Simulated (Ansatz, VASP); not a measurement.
## Sr: VASP beside Ansatz

```
Sr
1.0
     0.00000    3.05211    3.05211
     3.05211    0.00000    3.05211
     3.05211    3.05211    0.00000
Sr
1
Direct
  0.00000 0.00000 0.00000
```

Alike in both runs: task single point; functional r2SCAN; k mesh 9 × 9 × 9; occupations methfessel-paxton of order 1, width 0.2 eV; no spin polarisation.

|  | VASP | Ansatz |
| --- | --- | --- |
| version | VASP 6.6.1 | Ansatz 0.2.0 |
| potentials or method | VASP PAW PBE potentials, release 64 (Sr_sv), cutoff 520 eV | plane waves (500 eV) with PAW, scalar-relativistic |
| valence electrons in the cell | 10 | 10 |

```tsv
	VASP	Ansatz	Ansatz less VASP
pressure (GPa)	0.0	0.0	-0.01
```

VASP's potentials were made for PBE, not for r2SCAN.
